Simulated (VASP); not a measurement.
Input of a VASP 6.6.1 run:

Contents of INCAR:

```
ALGO = Normal ; EDIFF = 1E-6
ENCUT = 600 ; GGA = PE
GGA_COMPAT = False ; ISIF = 2
ISMEAR = -1 ; ISPIN = 2
KPAR = 4 ; LASPH = True
LCHARG = False ; LMAXMIX = 4
LORBIT = 11 ; LREAL = False
LWAVE = False ; MAGMOM = 1 1 0 0 0 0
NBANDS = 34 ; NELM = 200
PREC = Accurate ; SIGMA = 0.05
```

Contents of KPOINTS:

```
k-points
0
Gamma
  10 10 15
```

File POSCAR:

```
IrO2
1.0
    4.5872380881      0.0000000000      0.0000000000
    0.0000000000      4.5872380881      0.0000000000
    0.0000000000      0.0000000000      3.2077019393
Ir O
2 4
Direct
    0.0000000000      0.0000000000      0.0000000000
    0.5000000000      0.5000000000      0.5000000000
    0.3084896957      0.3084896957      0.0000000000
    0.1915103043      0.8084896957      0.5000000000
    0.6915103043      0.6915103043      0.0000000000
    0.8084896957      0.1915103043      0.5000000000
```

Potentials or basis: VASP PAW PBE potentials, release 64 (Ir, O).

Run with:

```sh
$ cat potpaw_PBE.64/Ir/POTCAR potpaw_PBE.64/O/POTCAR > POTCAR
$ mpirun -np 4 vasp_std > vasp.out
```

(1) What does it give for the band gap on the k mesh?

(2) Predict the largest force.

(3) What does it give for the net moment?

Results:

(1) zero (filled and empty bands overlap).

(2) 0.007 eV/Å.

(3) 0.00 μB per cell.

Caveat: the cell stands under tension; spin-orbit coupling is left out, which moves the levels of the heavy elements.
